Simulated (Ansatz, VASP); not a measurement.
## SiC: VASP beside Ansatz

File POSCAR:

```
SiC
1.0
    4.2000000000      0.0000000000      0.0000000000
    0.0000000000      4.2000000000      0.0000000000
    0.0000000000      0.0000000000      4.2000000000
Si C
1 1
Direct
    0.0000000000      0.0000000000      0.0000000000
    0.3171030175      0.1902618105      0.1426963579
```

The input INCAR.step1:

```
PREC = Accurate
ENCUT = 660
ISMEAR = -1
SIGMA = 0.3
LREAL = F
LASPH = T
NELM = 120
NBANDS = 11
GGA = PE
ALGO = Normal
EDIFF = 1E-5
LWAVE = T
LCHARG = F
GGA_COMPAT = F
```

The input INCAR.step2:

```
PREC = Accurate
ENCUT = 660
EDIFF = 1E-6
ISMEAR = -1
SIGMA = 0.3
LREAL = F
LASPH = T
NELM = 120
ALGO = Normal
ISIF = 2
LWAVE = F
LCHARG = F
METAGGA = R2SCAN
LMIXTAU = T
NBANDS = 11
ISTART = 1
GGA_COMPAT = F
```

File KPOINTS:

```
Automatic mesh
0
Gamma
  1 1 1
```

Input for Ansatz:

```yaml
crystal:
  lattice:
    - [4.2, 0, 0]
    - [0, 4.2, 0]
    - [0, 0, 4.2]
  atoms:
    - { symbol: Si, position: [0, 0, 0] }
    - { symbol: C, position: [0.3171030175238, 0.1902618105143, 0.1426963578857] }
kpoints:
  mp_grid: { grid: [1, 1, 1], shift: [0, 0, 0] }
hamiltonian:
  xc: r2scan
  pseudopotentials:
    kind: all_electron
    relativity: scalar
    datasets: crystal
    dataset_error: "0.05 meV"
magnetization:
  spin_polarized: false
output:
  forces: true
  stress: true
scf:
  lower_state_search: "off"
  max_iter: 150
  occupations: { method: fermi_dirac, width: "0.3 eV" }
  convergence: { dr2_threshold: "1e-9 eV" }
```

Alike in both runs: task single point; functional r2SCAN; k mesh 1 × 1 × 1; no spin polarisation.

|  | VASP | Ansatz |
| --- | --- | --- |
| version | VASP 6.6.1 | Ansatz 0.2 development build |
| potentials or method | VASP PAW PBE potentials, release 64 (Si, C), cutoff 660 eV | all-electron unfrozen PAW, scalar-relativistic |
| occupations | fermi-dirac, width 0.3 eV | fermi-dirac |

|  | VASP | Ansatz | Ansatz less VASP |
| --- | --- | --- | --- |
| pressure (GPa) | 6.4 | 6.5 | +0.02 |
| traceless stress, the component that is largest in VASP (GPa) | 6.63 | 6.68 | +0.050 |
| rms of the force components (eV/Å) | 2.149 | 2.143 | -0.0061 |

VASP's potentials were made for PBE, not for r2SCAN. Atom by atom the forces differ by 0.011 eV/Å (rms over components). Ansatz ran all-electron here, and VASP with PAW potentials.

The k mesh is coarse, so the values compare programs but aren't converged.
